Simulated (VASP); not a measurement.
Wanted: the native input for a VASP 6.6.1 run.

- Task: single point
- Functional: PBE
- Potentials or basis: VASP PAW PBE potentials, release 64 (Hf_pv, B)
- Cutoff: 520 eV
- k mesh: 6 × 6 × 6
- Occupations: gaussian, width 0.1 eV
- Spin: no spin polarisation
- Dipole correction: no
- Further INCAR settings: ALGO = Normal; EDIFF = 1e-06; NBANDS = 22

The structure of HfB5 lies in POSCAR:

```
HfB5
1.0
    4.4742073900      0.0000000000      0.0000000000
   -2.2371037000      3.8747772600      0.0000000000
    0.0000000000      0.0000000000      3.6459228300
Hf B
1 5
Direct
    0.0000000000      0.0000000000      0.0000000000
    0.3333333300      0.6666666700      0.0000000000
    0.6666666700      0.3333333300      0.0000000000
    0.5000000000      0.0000000000      0.5000000000
    0.5000000000      0.5000000000      0.5000000000
    0.0000000000      0.5000000000      0.5000000000
```

These files were run (other wordings do the same):

INCAR

```
PREC     = Accurate       # precision mode
ENCUT    = 520            # plane-wave cutoff, eV
EDIFF    = 1E-6           # SCF threshold, eV
ISMEAR   = 0              # smearing method
SIGMA    = 0.1            # smearing width, eV
LREAL    = F              # projectors in reciprocal space
LASPH    = T              # aspherical terms in the spheres
NELM     = 80             # most SCF steps
ALGO     = Normal         # electronic algorithm
ISIF     = 2              # what is computed and relaxed
LWAVE    = F              # write WAVECAR
LCHARG   = T              # write CHGCAR
GGA      = PE             # functional
LELF     = T              # ELF
LVHAR    = T            
NBANDS   = 22             # bands
```

KPOINTS

```
Automatic mesh
0
Gamma
  6 6 6
```

Potentials or basis: VASP PAW PBE potentials, release 64 (Hf_pv, B).

Launch:

```console
$ cat potpaw_PBE.64/Hf_pv/POTCAR potpaw_PBE.64/B/POTCAR > POTCAR
$ mpirun -np 1 vasp_std > vasp.out
```

Results of the run:

```yaml
Pressure: -36.6 GPa
```

Run time: 32 s on 1 thread of Intel Xeon 6975P-C (shared host), peak memory 0.19 GiB.
